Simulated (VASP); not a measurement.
A run of VASP 6.6.1 is set up as follows.

Contents of INCAR:

```
ALGO = Normal
EDIFF = 1E-6
ENCUT = 520
GGA = PE
ISIF = 2
ISMEAR = 0
LASPH = True
LCHARG = False
LREAL = False
LWAVE = False
NBANDS = 34
NELM = 100
PREC = Accurate
SIGMA = 0.1
```

KPOINTS

```
k-points
0
Gamma
  8 8 8
```

POSCAR

```
Al3HgF4
1.0
   -3.1515877850      3.1515877850      3.1515877850
    3.1515877850     -3.1515877850      3.1515877850
    3.1515877850      3.1515877850     -3.1515877850
Al Hg F
3 1 4
Direct
    0.0000000000      0.5000000000      0.5000000000
    0.5000000000      0.0000000000      0.5000000000
    0.5000000000      0.5000000000      0.0000000000
    0.0000000000      0.0000000000      0.0000000000
    0.5000000000      0.5000000000      0.5000000000
    0.0000000000      0.0000000000      0.5000000000
    0.0000000000      0.5000000000      0.0000000000
    0.5000000000      0.0000000000      0.0000000000
```

Potentials or basis: VASP PAW PBE potentials, release 64 (Al, Hg, F).

Run with:

```sh
$ cat potpaw_PBE.64/Al/POTCAR potpaw_PBE.64/Hg/POTCAR potpaw_PBE.64/F/POTCAR > POTCAR
$ mpirun -np 1 vasp_std > vasp.out
```

(1) Estimate the band gap on the k mesh.

(2) Predict the pressure.

Results:

(1) zero (an odd number of electrons rules out a gap without spin polarisation).

(2) -0.1 GPa.

Caveat: spin-orbit coupling is left out, which moves the levels of the heavy elements; an odd number of electrons without spin polarisation forces a metal; a magnetic or distorted state may lie lower.
